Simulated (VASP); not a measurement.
# HgTe (Fm-3m) in VASP: settings compared

The runs below take HgTe through single point, with PBE0, PBE-based screened hybrid with 25 % exact exchange, HSE06.

All numbers are computed with VASP 6.6.1; they aren't measurements. Logs are shortened: lines on timing, memory, paths and dates and some standing lists are left out, and cuts for length are marked.

### Step 1. The cell of the first run

It takes space group Fm-3m (No. 225, cubic). Conventional cell: a = 6.360 Å, b = 6.360 Å, c = 6.360 Å, α = 90.00°, β = 90.00°, γ = 90.00°. Within 4.2 Å of Hg (site symmetry m-3m) lie 6 Te at 3.18 Å. Te (site symmetry m-3m) has 6 Hg at 3.18 Å within 4.2 Å.

### Step 2. Single point, PBE0

POSCAR

```
HgTe
1.0
    0.0000000000      3.1800000000      3.1800000000
    3.1800000000      0.0000000000      3.1800000000
    3.1800000000      3.1800000000      0.0000000000
Hg Te
1 1
Direct
    0.0000000000      0.0000000000      0.0000000000
    0.5000000000      0.5000000000      0.5000000000
```

INCAR.step1

```
PREC     = Accurate       # precision mode
ENCUT    = 450            # plane-wave cutoff, eV
EDIFF    = 1E-5           # SCF threshold, eV
ISMEAR   = -1             # smearing method
SIGMA    = 0.05           # smearing width, eV
LREAL    = F              # projectors in reciprocal space
LASPH    = T              # aspherical terms in the spheres
NELM     = 300            # most SCF steps
ALGO     = All            # electronic algorithm
ISIF     = 2              # what is computed and relaxed
LWAVE    = T              # write WAVECAR
LCHARG   = F              # write CHGCAR
NBANDS   = 16             # bands
GGA      = PE             # functional
GGA_COMPAT= F            
ISEARCH  = 1            
KPAR     = 4
```

INCAR.step2

```
PREC     = Accurate       # precision mode
ENCUT    = 450            # plane-wave cutoff, eV
EDIFF    = 1E-6           # SCF threshold, eV
ISMEAR   = -1             # smearing method
SIGMA    = 0.05           # smearing width, eV
LREAL    = F              # projectors in reciprocal space
LASPH    = T              # aspherical terms in the spheres
NELM     = 300            # most SCF steps
ALGO     = All            # electronic algorithm
ISIF     = 2              # what is computed and relaxed
LWAVE    = F              # write WAVECAR
LCHARG   = F              # write CHGCAR
GGA      = PE             # functional
LHFCALC  = T              # exact exchange
AEXX     = 0.25           # exact-exchange fraction
PRECFOCK = Normal       
NBANDS   = 16             # bands
ISTART   = 1            
GGA_COMPAT= F            
ISEARCH  = 1            
KPAR     = 4
```

KPOINTS

```
Automatic mesh
0
Gamma
  4 4 4
```

Potentials or basis: VASP PAW PBE potentials, release 64 (Hg, Te).

The run is started by

```sh
$ cat potpaw_PBE.64/Hg/POTCAR potpaw_PBE.64/Te/POTCAR > POTCAR
$ cp INCAR.step1 INCAR
$ mpirun -np 4 vasp_std > vasp.out
$ cp INCAR.step2 INCAR
$ mpirun -np 4 vasp_std > vasp.out
```

OUTCAR:

```text
PREC = Accurate
   ENCUT = 450
   EDIFF = 1E-6
   ISMEAR = -1
   LREAL = F
   LASPH = T
   NELM = 300
   ISIF = 2
   GGA = PE
   LHFCALC = T
   AEXX = 0.25
   PRECFOCK = Normal
   ISTART = 1

 ion  position               nearest neighbor table
   1  0.000  0.000  0.000-   2 3.18   2 3.18   2 3.18   2 3.18   2 3.18   2 3.18
   2  0.500  0.500  0.500-   1 3.18   1 3.18   1 3.18   1 3.18   1 3.18   1 3.18

  LATTYP: Found a face centered cubic cell.
 ALAT       =     6.3600000000

  Lattice vectors:

 A1 = (   0.0000000000,   3.1800000000,   3.1800000000)
 A2 = (   3.1800000000,   0.0000000000,   3.1800000000)
 A3 = (   3.1800000000,   3.1800000000,   0.0000000000)

Analysis of symmetry for initial positions (statically):
=====================================================================
 Subroutine PRICEL returns:
 Original cell was already a primitive cell.

 Routine SETGRP: Setting up the symmetry group for a
 face centered cubic supercell.

 Subroutine GETGRP returns: Found 48 space group operations
 (whereof 48 operations were pure point group operations)
 out of a pool of 48 trial point group operations.

The static configuration has the point symmetry O_h .

Analysis of symmetry for dynamics (positions and initial velocities):
=====================================================================
 Subroutine PRICEL returns:
 Original cell was already a primitive cell.

 Routine SETGRP: Setting up the symmetry group for a
 face centered cubic supercell.

 Subroutine GETGRP returns: Found 48 space group operations
 (whereof 48 operations were pure point group operations)
 out of a pool of 48 trial point group operations.

The dynamic configuration has the point symmetry O_h .

 Subroutine INISYM returns: Found 48 space group operations
 (whereof 48 operations are pure point group operations),
 and found     1 'primitive' translations

----------------------------------------------------------------------------------------

                                     Primitive cell

  volume of cell :      64.3149

  direct lattice vectors                    reciprocal lattice vectors
     0.000000000  3.180000000  3.180000000    -0.157232704  0.157232704  0.157232704
     3.180000000  0.000000000  3.180000000     0.157232704 -0.157232704  0.157232704
     3.180000000  3.180000000  0.000000000     0.157232704  0.157232704 -0.157232704

  length of vectors
     4.497199128  4.497199128  4.497199128     0.272335033  0.272335033  0.272335033

  position of ions in fractional coordinates (direct lattice)
     0.000000000  0.000000000  0.000000000
     0.500000000  0.500000000  0.500000000

  ion indices of the primitive-cell ions
   primitive index   ion index
                 1           1
                 2           2

----------------------------------------------------------------------------------------

 KPOINTS: Automatic mesh

Automatic generation of k-mesh.
 Grid dimensions read from file:
 generate k-points for:    4    4    4

 Generating k-lattice:

  Cartesian coordinates                     Fractional coordinates (reciprocal lattice)
    -0.039308176  0.039308176  0.039308176     0.250000000  0.000000000  0.000000000
     0.039308176 -0.039308176  0.039308176     0.000000000  0.250000000  0.000000000
     0.039308176  0.039308176 -0.039308176     0.000000000  0.000000000  0.250000000

  Length of vectors
     0.068083758  0.068083758  0.068083758

  Shift w.r.t. Gamma in fractional coordinates (k-lattice)
     0.000000000  0.000000000  0.000000000

 Subroutine IBZKPT returns following result:
 ===========================================

 Found      8 irreducible k-points:

 Following reciprocal coordinates:
            Coordinates               Weight
  0.000000  0.000000  0.000000      1.000000
  0.250000  0.000000  0.000000      8.000000
  0.500000  0.000000  0.000000      4.000000
  0.250000  0.250000  0.000000      6.000000
  0.500000  0.250000  0.000000     24.000000
 -0.250000  0.250000  0.000000     12.000000
  0.500000  0.500000  0.000000      3.000000
 -0.250000  0.500000  0.250000      6.000000
   k-points           NKPTS =      8   k-points in BZ     NKDIM =     64   number of bands    NBANDS=     16
   number of dos      NEDOS =    301   number of ions     NIONS =      2
   total plane-waves  NPLWV =  32768
   dimension x,y,z NGX =    32 NGY =   32 NGZ =   32
   dimension x,y,z NGXF=    64 NGYF=   64 NGZF=   64
   ions per type =               1   1
   NGX,Y,Z   is equivalent  to a cutoff of  11.83, 11.83, 11.83 a.u.
   NGXF,Y,Z  is equivalent  to a cutoff of  23.66, 23.66, 23.66 a.u.
 SYSTEM =  unknown system
   PREC   = accura    normal or accurate (medium, high low for compatibility)
   ISTART =      1    job   : 0-new  1-cont  2-samecut
   ICHARG =      0    charge: 1-file 2-atom 10-const
   ISPIN  =      1    spin polarized calculation?
   LNONCOLLINEAR =      F non collinear calculations
   LSORBIT =      F    spin-orbit coupling
   LASPH  =      T    aspherical Exc in radial PAW
   ENCUT  =  450.0 eV  33.07 Ry    5.75 a.u.   7.78  7.78  7.78*2*pi/ulx,y,z
   NELM   =    300;   NELMIN=  2; NELMDL=  0     # of ELM steps
   EDIFF  = 0.1E-05   stopping-criterion for ELM
   LREAL  =      F    real-space projection
   EDIFFG = 0.1E-04   stopping-criterion for IOM
   NSW    =      0    number of steps for IOM
   IBRION =     -1    ionic relax: 0-MD 1-quasi-New 2-CG
   NFREE  =      0    steps in history (QN), initial steepest desc. (CG)
   ISIF   =      2    stress and relaxation
   ISYM   =      3    0-nonsym 1-usesym 2-fastsym
   POTIM  = 0.5000    time-step for ionic-motion
   TEBEG  =    0.0;   TEEND  =   0.0 temperature during run
   PSTRESS=    0.0 pullay stress
   NELECT =      18.0000    total number of electrons
   NUPDOWN=      -1.0000    fix difference up-down
   EMIN   =  10.00;   EMAX   =-10.00  energy-range for DOS
   EFERMI =   0.00;   METHOD = LEGACY
   ISMEAR =    -1;   SIGMA  =   0.05  broadening in eV -4-tet -1-fermi 0-gaus
   EFERMI_NEDOS =   21; number of points for ismear=-14 and -15
   IALGO  =     58    algorithm
   IMIX   =      4    mixing-type and parameters
     AMIX     =   0.40;   BMIX     =  1.00
     AMIX_MAG =   1.60;   BMIX_MAG =  1.00
  volume/ion in A,a.u.               =      32.16       217.01
  Fermi-wavevector in a.u.,A,eV,Ry     =   1.070850  2.023613 15.602062  1.146719
  Thomas-Fermi vector in A             =   2.206572
   LORBIT       =      0    0 simple, 1 ext, 2 COOP (PROOUT), +10 PAW based schemes
   GGA     = PE    functional components
   LHFCALC =     T    Hartree Fock is set to
   PRECFOCK=normal    Normal, Fast or Accurate (Low or Medium for compatibility)
   ENCUT4O =  -1.0   cutoff for four orbital integrals eV
   NKREDX  =     1    reduce k-point grid by
   NKREDY  =     1    reduce k-point grid by
   NKREDZ  =     1    reduce k-point grid by
   AEXX    =    0.2500 exact exchange contribution
   HFSCREEN=    0.0000 screening length (either q_TF or 0.3 A-1)
   HFSCREENC=   0.0000 screening length for correlation (either q_TF or 0.3 A-1)
   ENCUTFOCK=  -1.0 apply spherical cutoff to Coloumb kernel
   IVDW    =     0    specifies the selected vdW correction
   LEPSILON=     F    determine dielectric tensor
   LRPA    =     F    only Hartree local field effects (RPA)
 non-spin polarized calculation
  energy-cutoff  :      450.00
  volume of cell :       64.31
 maximum number of plane-waves:      1411
  NGX = 24; NGY = 24; NGZ = 24
   NGX = 15   NGY = 15   NGZ = 15

 number of electron      18.0000004 magnetization

 Free energy of the ion-electron system (eV)
  ---------------------------------------------------
  ext. energy  EPLUGINS =         0.00000000
  ---------------------------------------------------
  free energy    TOTEN  =        -4.58665029 eV

  energy without entropy =       -4.57795656  energy(sigma->0) =       -4.58230342

 E-fermi :   2.8642     XC(G=0):  -7.3470

 val. band max:        2.8653864230   @ k =   0.5000   0.0000   0.0000
 cond. band min:       2.8668733785   @ k =   0.5000   0.0000   0.0000
 fundamental gap:      0.0014869555
 Fermi energy:         2.8642196948

 k-point     1 :       0.0000    0.0000    0.0000
  band No.  band energies     occupation
      1      -9.9564      2.00000
      2      -5.3105      2.00000
      3      -5.3105      2.00000
      4      -5.2566      2.00000
      5      -5.2566      2.00000
      6      -5.2565      2.00000
[... 8 lines left out ...]
     15      11.5357      0.00000
     16      11.5357      0.00000

 k-point     2 :       0.2500    0.0000    0.0000
  band No.  band energies     occupation
      1      -9.5130      2.00000
      2      -5.4233      2.00000
      3      -5.4233      2.00000
      4      -5.2982      2.00000
      5      -5.2028      2.00000
      6      -5.2028      2.00000
[... 8 lines left out ...]
     15      12.6026      0.00000
     16      12.6026      0.00000

 k-point     3 :       0.5000    0.0000    0.0000
  band No.  band energies     occupation
      1      -8.9206      2.00000
      2      -5.5352      2.00000
      3      -5.5352      2.00000
      4      -5.4253      2.00000
      5      -5.1433      2.00000
      6      -5.1433      2.00000
[... 8 lines left out ...]
     15      14.7458      0.00000
     16      14.7458      0.00000

 k-point     4 :       0.2500    0.2500    0.0000
  band No.  band energies     occupation
      1      -9.4516      2.00000
      2      -5.4190      2.00000
      3      -5.3000      2.00000
      4      -5.2777      2.00000
      5      -5.1907      2.00000
      6      -5.1907      2.00000
[... 8 lines left out ...]
     15      14.7891      0.00000
     16      14.8267      0.00000

 k-point     5 :       0.5000    0.2500    0.0000
  band No.  band energies     occupation
      1      -9.0219      2.00000
      2      -5.3945      2.00000
      3      -5.3187      2.00000
      4      -5.2388      2.00000
      5      -5.1240      2.00000
      6      -5.0556      2.00000
[... 8 lines left out ...]
     15      15.1951      0.00000
     16      15.4511      0.00000

 k-point     6 :      -0.2500    0.2500    0.0000
  band No.  band energies     occupation
      1      -9.0818      2.00000
      2      -5.5034      2.00000
      3      -5.4169      2.00000
      4      -5.2653      2.00000
      5      -5.1700      2.00000
      6      -5.1051      2.00000
[... 8 lines left out ...]
     15      14.1274      0.00000
     16      14.7563      0.00000

 k-point     7 :       0.5000    0.5000    0.0000
  band No.  band energies     occupation
      1      -9.1033      2.00000
      2      -5.3434      2.00000
      3      -5.2447      2.00000
      4      -5.0934      2.00000
      5      -5.0934      2.00000
      6      -4.5874      2.00000
[... 8 lines left out ...]
     15      16.5483      0.00000
     16      16.6281      0.00000

 k-point     8 :      -0.2500    0.5000    0.2500
  band No.  band energies     occupation
      1      -8.9690      2.00000
      2      -5.4308      2.00000
      3      -5.2474      2.00000
      4      -5.2474      2.00000
      5      -5.0934      2.00000
      6      -4.7240      2.00000
[... 8 lines left out ...]
     15      14.1194      0.00000
     16      16.6175      0.00000

------------------------ aborting loop because EDIFF is reached ----------------------------------------

  FORCE on cell =-STRESS in cart. coord.  units (eV):
  Direction    XX          YY          ZZ          XY          YZ          ZX
  --------------------------------------------------------------------------------------
  -------------------------------------------------------------------------------------
  Total       -1.8503393     -1.8503393     -1.8503393      0.0000000      0.0000000      0.0000000
  in kB      -46.0946590    -46.0946590    -46.0946590      0.0000000      0.0000000      0.0000000
  external PRESSURE =     -46.0946590 kB  Pullay stress =       0.0000000 kB

 VOLUME and BASIS-vectors are now :
 -----------------------------------------------------------------------------
  energy-cutoff  :      450.00
  volume of cell :       64.31
      direct lattice vectors                 reciprocal lattice vectors
     0.000000000  3.180000000  3.180000000    -0.157232704  0.157232704  0.157232704
     3.180000000  0.000000000  3.180000000     0.157232704 -0.157232704  0.157232704
     3.180000000  3.180000000  0.000000000     0.157232704  0.157232704 -0.157232704

 POSITION                                       TOTAL-FORCE (eV/Angst)
 -----------------------------------------------------------------------------------
      0.00000      0.00000      0.00000        -0.000000     -0.000000      0.000000
      3.18000      3.18000      3.18000         0.000000      0.000000      0.000000
 -----------------------------------------------------------------------------------
    total drift:                                0.000000      0.000000      0.000000

  FREE ENERGIE OF THE ION-ELECTRON SYSTEM (eV)
  ---------------------------------------------------
  free  energy   TOTEN  =        -4.5866502888 eV

  energy  without entropy=       -4.5779565599  energy(sigma->0) =       -4.58230342
```

Wall time 5 min (4 MPI ranks of AMD EPYC 9R45 (Zen 5), shared host); peak memory 0.17 GiB.

Results:

```
Free energy            : -4.5867 eV
Pressure               : -4.6 GPa
Band gap on the k mesh : zero (bands 9 and 10 overlap by 2.45 eV)
```

Caveat: the k points lie up to 0.43 Å⁻¹ apart, too coarse for converged energies and pressures of a metal; the PAW data sets were made with another functional, which shifts forces and pressure a little; spin-orbit coupling is left out, which moves the levels of the heavy elements.

(Part 1 of 3 ends here.)

The gap in the log of VASP goes by the Fermi energy; the results here count the filled bands.